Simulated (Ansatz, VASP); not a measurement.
## One calculation of SrO, two programs

```
Sr O
1.0
     0.00000    2.58378    2.58378
     2.58378    0.00000    2.58378
     2.58378    2.58378    0.00000
Sr O
1 1
Direct
  0.50000 0.50000 0.50000
  0.00000 0.00000 0.00000
```

Alike in both runs: task single point; functional PBE; k mesh 4 × 4 × 4; occupations gaussian, width 0.1 eV; no spin polarisation.

|  | VASP | Ansatz |
| --- | --- | --- |
| version | VASP 6.6.1 | Ansatz 0.2.0 |
| potentials or method | VASP PAW PBE potentials, release 64 (Sr_sv, O), cutoff 600 eV | scalar-relativistic, plane waves, PAW |
| valence electrons in the cell | 16 | 16 |

```csv
,VASP,Ansatz,Ansatz less VASP
gap on the k mesh at the Fermi level (eV),3.27,3.31,+0.046
least direct gap on the mesh (eV),3.37,3.40,+0.036
pressure (GPa),1.9,1.4,-0.46
```

The k mesh is coarse, so the values compare programs but aren't converged.
